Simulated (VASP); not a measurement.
A run of VASP 6.6.1:

The input INCAR:

```
SYSTEM = TiAl
ALGO     = Fast           ! electronic algorithm
EDIFF    = 1E-6           ! SCF threshold, eV
ENCUT    = 520            ! plane-wave cutoff, eV
GGA      = PS             ! functional
ISIF     = 2              ! what is computed and relaxed
ISMEAR   = 0              ! smearing method
LASPH    = .TRUE.         ! aspherical terms in the spheres
LCHARG   = .FALSE.        ! write CHGCAR
LREAL    = .FALSE.        ! projectors in reciprocal space
LWAVE    = .FALSE.        ! write WAVECAR
NBANDS   = 14             ! bands
NELM     = 80             ! most SCF steps
PREC     = Accurate       ! precision mode
SIGMA    = 0.15           ! smearing width, eV
```

Contents of KPOINTS:

```
k-points
0
G
  14 14 14
  0 0 0
```

The input POSCAR:

```
TiAl
1.0
    3.1560751060      0.0000000000      0.0000000000
    0.0000000000      3.1560751060      0.0000000000
    0.0000000000      0.0000000000      3.1560751060
Ti Al
1 1
Direct
    0.0000000000      0.0000000000      0.0000000000
    0.5000000000      0.5000000000      0.5000000000
```

Potentials or basis: VASP PAW PBE potentials, release 64 (Ti_sv, Al).

Command:

```sh
$ cat potpaw_PBE.64/Ti_sv/POTCAR potpaw_PBE.64/Al/POTCAR > POTCAR
$ mpirun -np 1 vasp_std > vasp.out
```

Hardware: 1 thread of AMD EPYC 7R13 (shared host).

Task: How long does it take, and how much memory?

Result: Wall time 3 min on 1 thread of AMD EPYC 7R13, on a shared host, peak memory 0.15 GiB. Counts: scf iterations 23, k points 120.
